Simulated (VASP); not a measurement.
# Na (Im-3m) in VASP: notebook

The runs below take Na through single point, with PBE, LDA.

Everything below comes from runs of VASP 6.6.1. Logs are shortened: lines on timing, memory, paths and dates and some standing lists are left out, and cuts for length are marked.

## 1. The cell of the first run

The structure is cubic, space group Im-3m (No. 229). The conventional cell has a = 4.149 Å, b = 4.149 Å, c = 4.149 Å, α = 90.00°, β = 90.00°, γ = 90.00°. Na (site symmetry m-3m) has 14 Na at 3.59 to 4.15 Å within 4.7 Å.

## 2. Single point, PBE (volume scaled by 0.9405)

Input file INCAR:

```
PREC = Accurate
ENCUT = 520
EDIFF = 1E-7
ISMEAR = -1
SIGMA = 0.03
LREAL = F
LASPH = T
NELM = 100
ALGO = Normal
ISIF = 2
LWAVE = F
LCHARG = T
GGA = PE
LELF = T
LVHAR = T
NBANDS = 10
```

Input file KPOINTS:

```
regular mesh
0
Gamma
  11 11 11
```

Input file POSCAR:

```
Na
1.0
   -2.0746412990      2.0746412990      2.0746412990
    2.0746412990     -2.0746412990      2.0746412990
    2.0746412990      2.0746412990     -2.0746412990
Na
1
Direct
    0.0000000000      0.0000000000      0.0000000000
```

Potentials or basis: VASP PAW PBE potentials, release 64 (Na_pv).

Started as:

```sh
$ cat potpaw_PBE.64/Na_pv/POTCAR > POTCAR
$ mpirun -np 1 vasp_std > vasp.out
```

OUTCAR:

```text
PREC = Accurate
   ENCUT = 520
   EDIFF = 1E-7
   ISMEAR = -1
   LREAL = F
   LASPH = T
   NELM = 100
   ISIF = 2
   GGA = PE

 ion  position               nearest neighbor table
   1  0.000  0.000  0.000-

  LATTYP: Found a body centered cubic cell.
 ALAT       =     4.1492825980

  Lattice vectors:

 A1 = (  -2.0746412990,   2.0746412990,   2.0746412990)
 A2 = (   2.0746412990,  -2.0746412990,   2.0746412990)
 A3 = (   2.0746412990,   2.0746412990,  -2.0746412990)

Analysis of symmetry for initial positions (statically):
=====================================================================
 Subroutine PRICEL returns:
 Original cell was already a primitive cell.

 Routine SETGRP: Setting up the symmetry group for a
 body centered cubic supercell.

 Subroutine GETGRP returns: Found 48 space group operations
 (whereof 48 operations were pure point group operations)
 out of a pool of 48 trial point group operations.

The static configuration has the point symmetry O_h .

Analysis of symmetry for dynamics (positions and initial velocities):
=====================================================================
 Subroutine PRICEL returns:
 Original cell was already a primitive cell.

 Routine SETGRP: Setting up the symmetry group for a
 body centered cubic supercell.

 Subroutine GETGRP returns: Found 48 space group operations
 (whereof 48 operations were pure point group operations)
 out of a pool of 48 trial point group operations.

The dynamic configuration has the point symmetry O_h .

 Subroutine INISYM returns: Found 48 space group operations
 (whereof 48 operations are pure point group operations),
 and found     1 'primitive' translations

----------------------------------------------------------------------------------------

                                     Primitive cell

  volume of cell :      35.7182

  direct lattice vectors                    reciprocal lattice vectors
    -2.074641299  2.074641299  2.074641299     0.000000000  0.241005518  0.241005518
     2.074641299 -2.074641299  2.074641299     0.241005518  0.000000000  0.241005518
     2.074641299  2.074641299 -2.074641299     0.241005518  0.241005518  0.000000000

  length of vectors
     3.593384137  3.593384137  3.593384137     0.340833272  0.340833272  0.340833272

[... 74 lines left out ...]
   LSORBIT =      F    spin-orbit coupling
   LASPH  =      T    aspherical Exc in radial PAW
   ENCUT  =  520.0 eV  38.22 Ry    6.18 a.u.   6.68  6.68  6.68*2*pi/ulx,y,z
   NELM   =    100;   NELMIN=  2; NELMDL= -5     # of ELM steps
   EDIFF  = 0.1E-06   stopping-criterion for ELM
   LREAL  =      F    real-space projection
   EDIFFG = 0.1E-05   stopping-criterion for IOM
   NSW    =      0    number of steps for IOM
   IBRION =     -1    ionic relax: 0-MD 1-quasi-New 2-CG
   NFREE  =      0    steps in history (QN), initial steepest desc. (CG)
   ISIF   =      2    stress and relaxation
   ISYM   =      2    0-nonsym 1-usesym 2-fastsym
   POTIM  = 0.5000    time-step for ionic-motion
   TEBEG  =    0.0;   TEEND  =   0.0 temperature during run
   PSTRESS=    0.0 pullay stress
   NELECT =       7.0000    total number of electrons
   NUPDOWN=      -1.0000    fix difference up-down
   EMIN   =  10.00;   EMAX   =-10.00  energy-range for DOS
   EFERMI =   0.00;   METHOD = LEGACY
   ISMEAR =    -1;   SIGMA  =   0.03  broadening in eV -4-tet -1-fermi 0-gaus
   EFERMI_NEDOS =   21; number of points for ismear=-14 and -15
   IALGO  =     38    algorithm
   IMIX   =      4    mixing-type and parameters
     AMIX     =   0.40;   BMIX     =  1.00
     AMIX_MAG =   1.60;   BMIX_MAG =  1.00
  volume/ion in A,a.u.               =      35.72       241.04
  Fermi-wavevector in a.u.,A,eV,Ry     =   0.950921  1.796980 12.303082  0.904251
  Thomas-Fermi vector in A             =   2.079343
   LORBIT       =      0    0 simple, 1 ext, 2 COOP (PROOUT), +10 PAW based schemes
   GGA     = PE    functional components
   LHFCALC =     F    Hartree Fock is set to
   AEXX    =    0.0000 exact exchange contribution
   IVDW    =     0    specifies the selected vdW correction
   LEPSILON=     F    determine dielectric tensor
   LRPA    =     F    only Hartree local field effects (RPA)
 non-spin polarized calculation
  energy-cutoff  :      520.00
  volume of cell :       35.72
 maximum number of plane-waves:       971
   NGX = 13   NGY = 13   NGZ = 13

 number of electron       6.9999988 magnetization

 Free energy of the ion-electron system (eV)
  ---------------------------------------------------
  ext. energy  EPLUGINS =         0.00000000
  ---------------------------------------------------
  free energy    TOTEN  =        -1.31338525 eV

  energy without entropy =       -1.31220282  energy(sigma->0) =       -1.31279403

 E-fermi :   0.4485     XC(G=0):  -6.5998

 val. band max:        0.4075474392   @ k =  -0.3636   0.4545   0.0909
 cond. band min:       0.5464260568   @ k =   0.1818   0.1818   0.1818
 fundamental gap:      0.1388786176
 Fermi energy:         0.4484920411

 k-point     1 :       0.0000    0.0000    0.0000
  band No.  band energies     occupation
      1     -24.4355      2.00000
      2     -24.4355      2.00000
      3     -24.4355      2.00000
      4      -2.9191      2.00000
      5      12.4142      0.00000
      6      12.4142      0.00000
      7      12.4142      0.00000
      8      13.4358      0.00000
      9      13.4358      0.00000
     10      14.0087      0.00000
[... 287 lines left out ...]
 k-point    24 :       0.3636    0.1818    0.0909
  band No.  band energies     occupation
      1     -24.4686      2.00000
      2     -24.4536      2.00000
      3     -24.4416      2.00000
      4       1.8299      0.00000
      5       2.3457      0.00000
      6       5.1393      0.00000
      7       7.0639      0.00000
      8      14.0578      0.00000
      9      15.4749      0.00000
     10      16.6001      0.00000

 [... further k-points ...]
[... 5 lines left out ...]
  --------------------------------------------------------------------------------------
  -------------------------------------------------------------------------------------
  Total        0.0605198      0.0605198      0.0605198     -0.0000000      0.0000000     -0.0000000
  in kB        2.7146834      2.7146834      2.7146834     -0.0000000      0.0000000     -0.0000000
  external PRESSURE =       2.7146834 kB  Pullay stress =       0.0000000 kB

 VOLUME and BASIS-vectors are now :
 -----------------------------------------------------------------------------
  energy-cutoff  :      520.00
  volume of cell :       35.72
      direct lattice vectors                 reciprocal lattice vectors
    -2.074641299  2.074641299  2.074641299     0.000000000  0.241005518  0.241005518
     2.074641299 -2.074641299  2.074641299     0.241005518  0.000000000  0.241005518
     2.074641299  2.074641299 -2.074641299     0.241005518  0.241005518  0.000000000

 POSITION                                       TOTAL-FORCE (eV/Angst)
 -----------------------------------------------------------------------------------
      0.00000      0.00000      0.00000        -0.000000      0.000000      0.000000
 -----------------------------------------------------------------------------------
    total drift:                                0.000000     -0.000000     -0.000000

  FREE ENERGIE OF THE ION-ELECTRON SYSTEM (eV)
  ---------------------------------------------------
  free  energy   TOTEN  =        -1.3133852503 eV

  energy  without entropy=       -1.3122028175  energy(sigma->0) =       -1.31279403
```

It took 9 s on 1 thread of Intel Xeon Platinum 8488C (Sapphire Rapids), shared host; peak memory 0.15 GiB.

Results:

```yaml
Free_energy: -1.3134 eV
Pressure: 0.3 GPa
```

## 3. Single point, PBE (volume scaled by 0.98)

Input file INCAR:

```
SYSTEM = Na
  ALGO = Normal
  EDIFF = 1E-6
  ENCUT = 520
  GGA = PE
  ISIF = 2
  ISMEAR = -1
  LASPH = .TRUE.
  LCHARG = .TRUE.
  LELF = .TRUE.
  LREAL = .FALSE.
  LVHAR = .TRUE.
  LWAVE = .FALSE.
  NBANDS = 10
  NELM = 60
  PREC = Accurate
  SIGMA = 0.03
```

Input file KPOINTS:

```
k-points
0
G
  11 11 11
  0 0 0
```

Input file POSCAR:

```
Na
1.0
   -2.1032881624      2.1032881624      2.1032881624
    2.1032881624     -2.1032881624      2.1032881624
    2.1032881624      2.1032881624     -2.1032881624
Na
1
Direct
    0.0000000000      0.0000000000      0.0000000000
```

Potentials or basis: VASP PAW PBE potentials, release 64 (Na_pv).

Started as:

```sh
$ cat potpaw_PBE.64/Na_pv/POTCAR > POTCAR
$ mpirun -np 1 vasp_std > vasp.out
```

OUTCAR:

```text
SYSTEM = Na
   EDIFF = 1E-6
   ENCUT = 520
   GGA = PE
   ISIF = 2
   ISMEAR = -1
   LASPH = .TRUE.
   LREAL = .FALSE.
   NELM = 60
   PREC = Accurate

 ion  position               nearest neighbor table
   1  0.000  0.000  0.000-

  LATTYP: Found a body centered cubic cell.
 ALAT       =     4.2065763248

  Lattice vectors:

 A1 = (  -2.1032881624,   2.1032881624,   2.1032881624)
 A2 = (   2.1032881624,  -2.1032881624,   2.1032881624)
 A3 = (   2.1032881624,   2.1032881624,  -2.1032881624)

Analysis of symmetry for initial positions (statically):
=====================================================================
 Subroutine PRICEL returns:
 Original cell was already a primitive cell.

 Routine SETGRP: Setting up the symmetry group for a
 body centered cubic supercell.

 Subroutine GETGRP returns: Found 48 space group operations
 (whereof 48 operations were pure point group operations)
 out of a pool of 48 trial point group operations.

The static configuration has the point symmetry O_h .

Analysis of symmetry for dynamics (positions and initial velocities):
=====================================================================
[... 156 lines left out ...]

 val. band max:        0.2870447294   @ k =  -0.3636   0.4545   0.0909
 cond. band min:       0.4226242629   @ k =   0.1818   0.1818   0.1818
 fundamental gap:      0.1355795335
 Fermi energy:         0.3278669753

 k-point     1 :       0.0000    0.0000    0.0000
  band No.  band energies     occupation
      1     -24.5870      2.00000
      2     -24.5870      2.00000
      3     -24.5870      2.00000
      4      -2.9522      2.00000
      5      12.0242      0.00000
      6      12.0242      0.00000
      7      12.0242      0.00000
      8      13.0227      0.00000
      9      13.0227      0.00000
     10      13.5775      0.00000
[... 287 lines left out ...]
 k-point    24 :       0.3636    0.1818    0.0909
  band No.  band energies     occupation
      1     -24.6156      2.00000
      2     -24.6027      2.00000
      3     -24.5923      2.00000
      4       1.6851      0.00000
      5       2.1674      0.00000
      6       4.9033      0.00000
      7       6.7316      0.00000
      8      13.6005      0.00000
      9      14.9702      0.00000
     10      16.0935      0.00000

 [... further k-points ...]
[... 5 lines left out ...]
  --------------------------------------------------------------------------------------
  -------------------------------------------------------------------------------------
  Total       -0.0205210     -0.0205210     -0.0205210      0.0000000      0.0000000      0.0000000
  in kB       -0.8833914     -0.8833914     -0.8833914      0.0000000      0.0000000      0.0000000
  external PRESSURE =      -0.8833914 kB  Pullay stress =       0.0000000 kB

 VOLUME and BASIS-vectors are now :
 -----------------------------------------------------------------------------
  energy-cutoff  :      520.00
  volume of cell :       37.22
      direct lattice vectors                 reciprocal lattice vectors
    -2.103288162  2.103288162  2.103288162     0.000000000  0.237723013  0.237723013
     2.103288162 -2.103288162  2.103288162     0.237723013  0.000000000  0.237723013
     2.103288162  2.103288162 -2.103288162     0.237723013  0.237723013  0.000000000

 POSITION                                       TOTAL-FORCE (eV/Angst)
 -----------------------------------------------------------------------------------
      0.00000      0.00000      0.00000        -0.000000      0.000000     -0.000000
 -----------------------------------------------------------------------------------
    total drift:                               -0.000000     -0.000000     -0.000000

  FREE ENERGIE OF THE ION-ELECTRON SYSTEM (eV)
  ---------------------------------------------------
  free  energy   TOTEN  =        -1.3144085156 eV

  energy  without entropy=       -1.3132148728  energy(sigma->0) =       -1.31381169
```

OSZICAR:

```text
N       E                     dE             d eps       ncg     rms          rms(c)
DAV:   1     0.266431469098E+02    0.26643E+02   -0.37460E+03  1122   0.576E+02
DAV:   2    -0.725043463101E+00   -0.27368E+02   -0.27239E+02  1154   0.144E+02
DAV:   3    -0.131005694294E+01   -0.58501E+00   -0.58471E+00  1380   0.228E+01
DAV:   4    -0.131498754335E+01   -0.49306E-02   -0.49302E-02  1292   0.210E+00
DAV:   5    -0.131505882908E+01   -0.71286E-04   -0.71285E-04  1306   0.251E-01    0.205E-01
DAV:   6    -0.131467842748E+01    0.38040E-03   -0.48357E-04  1334   0.262E-01    0.137E-01
DAV:   7    -0.131441541377E+01    0.26301E-03   -0.99002E-04  1252   0.314E-01    0.159E-02
DAV:   8    -0.131440829892E+01    0.71148E-05   -0.45882E-05  1382   0.111E-01    0.224E-03
DAV:   9    -0.131440851558E+01   -0.21665E-06   -0.19583E-07   848   0.458E-03
   1 F= -.13144085E+01 E0= -.13138117E+01  d E =-.119364E-02
```

stdout:

```text
POSCAR found type information on POSCAR Na
 POSCAR found :  1 types and       1 ions
 scaLAPACK will be used
 LDA part: xc-table for (Slater+PW92), standard interpolation
 POSCAR, INCAR and KPOINTS ok, starting setup
 FFT: planning ... GRIDC
 FFT: planning ... GRID_SOFT
 FFT: planning ... GRID
 WAVECAR not read
 entering main loop
```

Run time: 8.1 s. Hardware: 1 thread of Intel Xeon Platinum 8488C (Sapphire Rapids), shared host; peak memory 0.15 GiB.

Results:

```
Free energy : -1.3144 eV
Pressure    : -0.1 GPa
```

Levels at points of the mesh, in eV from the Fermi level:
| k point | band 1 | band 2 | band 3 | band 4 | band 5 | band 6 | band 7 |
| --- | --- | --- | --- | --- | --- | --- | --- |
| (0.00, 0.00, 0.00) | -24.91 | -24.91 | -24.91 | -3.28 | 11.70 | 11.70 | 11.70 |

(Part 1 of 2 ends here.)
